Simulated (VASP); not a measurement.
# GaCo (Pm-3m) in VASP: a series of runs

The runs below take GaCo through single point, with PBE.

All numbers are computed with VASP 6.6.1; they aren't measurements. Logs are shortened: lines on timing, memory, paths and dates and some standing lists are left out, and cuts for length are marked.

## Step 1: The cell of the first run

The structure is cubic, space group Pm-3m (No. 221). The conventional cell has a = 2.799 Å, b = 2.799 Å, c = 2.799 Å, α = 90.00°, β = 90.00°, γ = 90.00°. Ga (site symmetry m-3m) has 8 Co at 2.42 Å and 6 Ga at 2.80 Å within 3.2 Å. Within 3.2 Å of Co (site symmetry m-3m) lie 8 Ga at 2.42 Å and 6 Co at 2.80 Å.

## Step 2: Single point, PBE, collinear spin, ferromagnetic start

INCAR

```
SYSTEM = GaCo
PREC = Accurate ; ENCUT = 520
EDIFF = 1E-7 ; ISMEAR = -1
SIGMA = 0.1 ; LREAL = .FALSE.
LASPH = .TRUE. ; NELM = 150
ALGO = Normal ; ISIF = 2
LWAVE = .FALSE. ; LCHARG = .FALSE.
ISPIN = 2 ; MAGMOM = 0 1.8
LORBIT = 11 ; LMAXMIX = 4
GGA = PE ; NBANDS = 22
```

KPOINTS

```
Automatic mesh
0
G
  8 8 8
  0 0 0
```

POSCAR

```
GaCo
1.0
    2.7991106419      0.0000000000      0.0000000000
    0.0000000000      2.7991106419      0.0000000000
    0.0000000000      0.0000000000      2.7991106419
Ga Co
1 1
Direct
    0.5000000000      0.5000000000      0.5000000000
    0.0000000000      0.0000000000      0.0000000000
```

Potentials or basis: VASP PAW PBE potentials, release 64 (Ga_d, Co).

Launch:

```sh
> cat potpaw_PBE.64/Ga_d/POTCAR potpaw_PBE.64/Co/POTCAR > POTCAR
> mpirun -np 1 vasp_std > vasp.out
```

OUTCAR:

```text
SYSTEM = GaCo
   PREC = Accurate
   ENCUT = 520
   EDIFF = 1E-7
   ISMEAR = -1
   LREAL = .FALSE.
   LASPH = .TRUE.
   NELM = 150
   ISIF = 2
   ISPIN = 2
   LORBIT = 11
   GGA = PE

 ion  position               nearest neighbor table
   1  0.500  0.500  0.500-   2 2.42   2 2.42   2 2.42   2 2.42   2 2.42   2 2.42   2 2.42   2 2.42

   2  0.000  0.000  0.000-   1 2.42   1 2.42   1 2.42   1 2.42   1 2.42   1 2.42   1 2.42   1 2.42

  LATTYP: Found a simple cubic cell.
 ALAT       =     2.7991106419

  Lattice vectors:

 A1 = (   2.7991106419,   0.0000000000,   0.0000000000)
 A2 = (   0.0000000000,   2.7991106419,   0.0000000000)
 A3 = (   0.0000000000,   0.0000000000,   2.7991106419)

Analysis of symmetry for initial positions (statically):
=====================================================================
 Subroutine PRICEL returns:
 Original cell was already a primitive cell.

 Routine SETGRP: Setting up the symmetry group for a
 simple cubic supercell.

 Subroutine GETGRP returns: Found 48 space group operations
 (whereof 48 operations were pure point group operations)
 out of a pool of 48 trial point group operations.

The static configuration has the point symmetry O_h .

Analysis of symmetry for dynamics (positions and initial velocities):
=====================================================================
 Subroutine PRICEL returns:
 Original cell was already a primitive cell.

 Routine SETGRP: Setting up the symmetry group for a
 simple cubic supercell.

 Subroutine GETGRP returns: Found 48 space group operations
 (whereof 48 operations were pure point group operations)
 out of a pool of 48 trial point group operations.

The dynamic configuration has the point symmetry O_h .

Analysis of structural, dynamic, and magnetic symmetry:
=====================================================================
 Subroutine PRICEL returns:
 Original cell was already a primitive cell.

 Routine SETGRP: Setting up the symmetry group for a
 simple cubic supercell.

 Subroutine GETGRP returns: Found 48 space group operations
 (whereof 48 operations were pure point group operations)
 out of a pool of 48 trial point group operations.

The overall configuration has the point symmetry O_h .

 Subroutine INISYM returns: Found 48 space group operations
 (whereof 48 operations are pure point group operations),
 and found     1 'primitive' translations

----------------------------------------------------------------------------------------

                                     Primitive cell

  volume of cell :      21.9311

  direct lattice vectors                    reciprocal lattice vectors
     2.799110642  0.000000000  0.000000000     0.357256332  0.000000000  0.000000000
     0.000000000  2.799110642  0.000000000     0.000000000  0.357256332  0.000000000
     0.000000000  0.000000000  2.799110642     0.000000000  0.000000000  0.357256332

  length of vectors
     2.799110642  2.799110642  2.799110642     0.357256332  0.357256332  0.357256332

  position of ions in fractional coordinates (direct lattice)
     0.500000000  0.500000000  0.500000000
     0.000000000  0.000000000  0.000000000

  ion indices of the primitive-cell ions
   primitive index   ion index
                 1           1
                 2           2

----------------------------------------------------------------------------------------

 KPOINTS: Automatic mesh

Automatic generation of k-mesh.
 Grid dimensions read from file:
 generate k-points for:    8    8    8

 Generating k-lattice:

  Cartesian coordinates                     Fractional coordinates (reciprocal lattice)
     0.044657041  0.000000000  0.000000000     0.125000000  0.000000000  0.000000000
     0.000000000  0.044657041  0.000000000     0.000000000  0.125000000  0.000000000
     0.000000000  0.000000000  0.044657041     0.000000000  0.000000000  0.125000000

  Length of vectors
     0.044657041  0.044657041  0.044657041

  Shift w.r.t. Gamma in fractional coordinates (k-lattice)
     0.000000000  0.000000000  0.000000000

 Subroutine IBZKPT returns following result:
 ===========================================

 Found     35 irreducible k-points:

 Following reciprocal coordinates:
            Coordinates               Weight
  0.000000  0.000000  0.000000      1.000000
  0.125000  0.000000  0.000000      6.000000
  0.250000  0.000000  0.000000      6.000000
  0.375000  0.000000  0.000000      6.000000
  0.500000  0.000000  0.000000      3.000000
  0.125000  0.125000  0.000000     12.000000
[... 16 lines left out ...]
  0.375000  0.375000  0.125000     24.000000
  0.500000  0.375000  0.125000     24.000000
 [... further k-points ...]
   k-points           NKPTS =     35   k-points in BZ     NKDIM =     35   number of bands    NBANDS=     22
   number of dos      NEDOS =    301   number of ions     NIONS =      2
   total plane-waves  NPLWV =  13824
   dimension x,y,z NGX =    24 NGY =   24 NGZ =   24
   dimension x,y,z NGXF=    48 NGYF=   48 NGZF=   48
   ions per type =               1   1
   NGX,Y,Z   is equivalent  to a cutoff of  14.25, 14.25, 14.25 a.u.
   NGXF,Y,Z  is equivalent  to a cutoff of  28.51, 28.51, 28.51 a.u.
 SYSTEM =  GaCo
   PREC   = accura    normal or accurate (medium, high low for compatibility)
   ISTART =      0    job   : 0-new  1-cont  2-samecut
   ICHARG =      2    charge: 1-file 2-atom 10-const
   ISPIN  =      2    spin polarized calculation?
   LNONCOLLINEAR =      F non collinear calculations
   LSORBIT =      F    spin-orbit coupling
   LASPH  =      T    aspherical Exc in radial PAW
   ENCUT  =  520.0 eV  38.22 Ry    6.18 a.u.   5.20  5.20  5.20*2*pi/ulx,y,z
   NELM   =    150;   NELMIN=  2; NELMDL= -5     # of ELM steps
   EDIFF  = 0.1E-06   stopping-criterion for ELM
   LREAL  =      F    real-space projection
   EDIFFG = 0.1E-05   stopping-criterion for IOM
   NSW    =      0    number of steps for IOM
   IBRION =     -1    ionic relax: 0-MD 1-quasi-New 2-CG
   NFREE  =      0    steps in history (QN), initial steepest desc. (CG)
   ISIF   =      2    stress and relaxation
   ISYM   =      2    0-nonsym 1-usesym 2-fastsym
   POTIM  = 0.5000    time-step for ionic-motion
   TEBEG  =    0.0;   TEEND  =   0.0 temperature during run
   PSTRESS=    0.0 pullay stress
   NELECT =      22.0000    total number of electrons
   NUPDOWN=      -1.0000    fix difference up-down
   EMIN   =  10.00;   EMAX   =-10.00  energy-range for DOS
   EFERMI =   0.00;   METHOD = LEGACY
   ISMEAR =    -1;   SIGMA  =   0.10  broadening in eV -4-tet -1-fermi 0-gaus
   EFERMI_NEDOS =   21; number of points for ismear=-14 and -15
   IALGO  =     38    algorithm
   IMIX   =      4    mixing-type and parameters
     AMIX     =   0.40;   BMIX     =  1.00
     AMIX_MAG =   1.60;   BMIX_MAG =  1.00
  volume/ion in A,a.u.               =      10.97        74.00
  Fermi-wavevector in a.u.,A,eV,Ry     =   1.638811  3.096905 36.541208  2.685703
  Thomas-Fermi vector in A             =   2.729722
   LORBIT       =     11    0 simple, 1 ext, 2 COOP (PROOUT), +10 PAW based schemes
   GGA     = PE    functional components
   LHFCALC =     F    Hartree Fock is set to
   AEXX    =    0.0000 exact exchange contribution
   IVDW    =     0    specifies the selected vdW correction
   LEPSILON=     F    determine dielectric tensor
   LRPA    =     F    only Hartree local field effects (RPA)
 spin polarized calculation
  energy-cutoff  :      520.00
  volume of cell :       21.93
 maximum number of plane-waves:       624
 NGX is ok and might be reduce to    24
   NGX = 11   NGY = 11   NGZ = 11

 number of electron      21.9999989 magnetization      -0.0001939

 number of electron      21.9999989 magnetization       0.0004145

 Free energy of the ion-electron system (eV)
  ---------------------------------------------------
  ext. energy  EPLUGINS =         0.00000000
  ---------------------------------------------------
  free energy    TOTEN  =       -10.38446330 eV

  energy without entropy =      -10.34577140  energy(sigma->0) =      -10.36511735

 E-fermi :  10.9783     XC(G=0): -13.6794

 val. band max:       10.8712156389   @ k =   0.5000   0.3750   0.0000
 cond. band min:      10.9966254293   @ k =   0.5000   0.3750   0.1250
 fundamental gap:      0.1254097904
 Fermi energy:        10.9783180081

 spin component 1

 k-point     1 :       0.0000    0.0000    0.0000
  band No.  band energies     occupation
      1      -4.3978      1.00000
      2      -4.3978      1.00000
      3      -3.9612      1.00000
      4      -3.9612      1.00000
      5      -3.9612      1.00000
      6      -1.8295      1.00000
[... 14 lines left out ...]
     21      38.2250      0.00000
     22      38.2250      0.00000

 k-point     2 :       0.1250    0.0000    0.0000
  band No.  band energies     occupation
      1      -4.3868      1.00000
      2      -4.3494      1.00000
      3      -3.9789      1.00000
      4      -3.9789      1.00000
      5      -3.9568      1.00000
      6      -1.5141      1.00000
[... 14 lines left out ...]
     21      35.1877      0.00000
     22      36.6597      0.00000

 k-point     3 :       0.2500    0.0000    0.0000
  band No.  band energies     occupation
      1      -4.3602      1.00000
      2      -4.2393      1.00000
      3      -4.0213      1.00000
      4      -4.0213      1.00000
      5      -3.9462      1.00000
      6      -0.5670      1.00000
[... 14 lines left out ...]
     21      31.9556      0.00000
     22      37.4777      0.00000
[... 476 lines left out ...]
 k-point    23 :       0.3750    0.3750    0.1250
  band No.  band energies     occupation
      1      -4.2946      1.00000
      2      -4.1712      1.00000
      3      -4.1101      1.00000
      4      -4.1025      1.00000
      5      -3.8706      1.00000
      6       3.4280      1.00000
[... 14 lines left out ...]
     21      35.9805      0.00000
     22      37.3937      0.00000

 k-point    24 :       0.5000    0.3750    0.1250
  band No.  band energies     occupation
      1      -4.3296      1.00000
      2      -4.1627      1.00000
      3      -4.1306      1.00000
      4      -4.1073      1.00000
      5      -3.8198      1.00000
      6       4.2720      1.00000
[... 14 lines left out ...]
     21      35.7466      0.00000
     22      39.6973      0.00000

 [... further k-points ...]

 spin component 2

 k-point     1 :       0.0000    0.0000    0.0000
  band No.  band energies     occupation
      1      -4.3978      1.00000
      2      -4.3978      1.00000
      3      -3.9612      1.00000
      4      -3.9612      1.00000
      5      -3.9612      1.00000
      6      -1.8295      1.00000
[... 14 lines left out ...]
     21      38.2250      0.00000
     22      38.2250      0.00000

 k-point     2 :       0.1250    0.0000    0.0000
  band No.  band energies     occupation
      1      -4.3868      1.00000
      2      -4.3494      1.00000
      3      -3.9789      1.00000
      4      -3.9789      1.00000
      5      -3.9568      1.00000
      6      -1.5141      1.00000
[... 14 lines left out ...]
     21      35.1878      0.00000
     22      36.6597      0.00000

 k-point     3 :       0.2500    0.0000    0.0000
  band No.  band energies     occupation
      1      -4.3602      1.00000
      2      -4.2393      1.00000
      3      -4.0213      1.00000
      4      -4.0213      1.00000
      5      -3.9462      1.00000
      6      -0.5670      1.00000
[... 14 lines left out ...]
     21      31.9556      0.00000
     22      37.4777      0.00000
[... 476 lines left out ...]
 k-point    23 :       0.3750    0.3750    0.1250
  band No.  band energies     occupation
      1      -4.2946      1.00000
      2      -4.1712      1.00000
      3      -4.1101      1.00000
      4      -4.1025      1.00000
      5      -3.8706      1.00000
      6       3.4280      1.00000
[... 14 lines left out ...]
     21      35.9805      0.00000
     22      37.3936      0.00000

 k-point    24 :       0.5000    0.3750    0.1250
  band No.  band energies     occupation
      1      -4.3296      1.00000
      2      -4.1627      1.00000
      3      -4.1306      1.00000
      4      -4.1073      1.00000
      5      -3.8198      1.00000
      6       4.2720      1.00000
[... 14 lines left out ...]
     21      35.7466      0.00000
     22      39.6972      0.00000

 [... further k-points ...]
[... 5 lines left out ...]
  --------------------------------------------------------------------------------------
  -------------------------------------------------------------------------------------
  Total        2.6650737      2.6650737      2.6650737     -0.0000000     -0.0000000      0.0000000
  in kB      194.6971544    194.6971544    194.6971544     -0.0000000     -0.0000000      0.0000000
  external PRESSURE =     194.6971544 kB  Pullay stress =       0.0000000 kB

 VOLUME and BASIS-vectors are now :
 -----------------------------------------------------------------------------
  energy-cutoff  :      520.00
  volume of cell :       21.93
      direct lattice vectors                 reciprocal lattice vectors
     2.799110642  0.000000000  0.000000000     0.357256332  0.000000000  0.000000000
     0.000000000  2.799110642  0.000000000     0.000000000  0.357256332  0.000000000
     0.000000000  0.000000000  2.799110642     0.000000000  0.000000000  0.357256332

 POSITION                                       TOTAL-FORCE (eV/Angst)
 -----------------------------------------------------------------------------------
      1.39956      1.39956      1.39956         0.000000      0.000000      0.000000
      0.00000      0.00000      0.00000         0.000000      0.000000      0.000000
 -----------------------------------------------------------------------------------
    total drift:                                0.000000      0.000000     -0.000000

  FREE ENERGIE OF THE ION-ELECTRON SYSTEM (eV)
  ---------------------------------------------------
  free  energy   TOTEN  =       -10.3844633038 eV

  energy  without entropy=      -10.3457713984  energy(sigma->0) =      -10.36511735

 total charge

# of ion       s       p       d       tot
------------------------------------------
    1        0.861   0.978  10.086  11.925
    2        0.419   0.522   7.583   8.524
--------------------------------------------------
tot          1.280   1.499  17.670  20.449

 magnetization (x)

# of ion       s       p       d       tot
------------------------------------------
    1       -0.000  -0.000  -0.000  -0.000
    2        0.000  -0.000   0.000   0.000
--------------------------------------------------
tot         -0.000  -0.000   0.000   0.000
```

Wall time 67 s (1 thread of AMD EPYC 7R13, shared host); peak memory 0.14 GiB.

What came out:

- Free energy: -10.3845 eV
- Pressure: 19.5 GPa
- Band gap on the k mesh: zero (filled and empty bands overlap)
- Net moment: 0.00 μB per cell
- Valence electrons inside the program's atomic spheres: Ga 11.93; Co 8.52

Caveat: the cell stands under pressure; the moments typed at the start vanished in this run.

(Part 1 of 2 ends here.)

The gap in the log of VASP goes by the Fermi energy; the results here count the filled bands.